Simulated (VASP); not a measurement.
Pd:

```
Pd
1.0
    -1.54367    1.54367    1.54367
     1.54367   -1.54367    1.54367
     1.54367    1.54367   -1.54367
Pd
1
Direct
  0.00000 0.00000 0.00000
```

This isn't the form of Pd at room conditions, which is fcc.

| Quantity | Value |
| --- | --- |
| Program | VASP 6.6.1 |
| Task | relaxation of cell and atoms |
| Functional | r2SCAN |
| Potentials or basis | VASP PAW PBE potentials, release 64 (Pd) |
| Cutoff | 600 eV |
| k mesh | 14 × 14 × 14 |
| Occupations | fermi-dirac, width 0.05 eV |
| Spin | collinear spin |
| Starting moments | [0.5] μB |

At the start: pressure 5.0 GPa; volume 14.71 Å³/atom.

Where does the relaxation end?

Over 3 steps the energy falls by 5.9 meV/atom and the volume is 15.10 Å³/atom (+2.6 %); space group Im-3m (No. 229, to 0.1 Å) before and after; moment 0.00 μB per cell.

Step by step:
```
step  energy change (eV)  largest force (eV/Å)  pressure (GPa)  volume (Å³)
   1              0.0000                0.0000            5.04        14.71
   2              0.0074                0.0000           -6.53        15.72
   3             -0.0059                0.0000           -0.01        15.10
```

Final structure:
```cif
data_structure
_symmetry_space_group_name_H-M 'P 1'
_symmetry_Int_Tables_number 1
_cell_length_a 2.6970
_cell_length_b 2.6970
_cell_length_c 2.6970
_cell_angle_alpha 109.471
_cell_angle_beta 109.471
_cell_angle_gamma 109.471
_cell_volume 15.10
loop_
_atom_site_label
_atom_site_type_symbol
_atom_site_fract_x
_atom_site_fract_y
_atom_site_fract_z
_atom_site_occupancy
Pd1 Pd 0.00000 0.00000 0.00000 1
```

Caveat: the PAW data sets were made with another functional, which shifts forces and pressure a little.
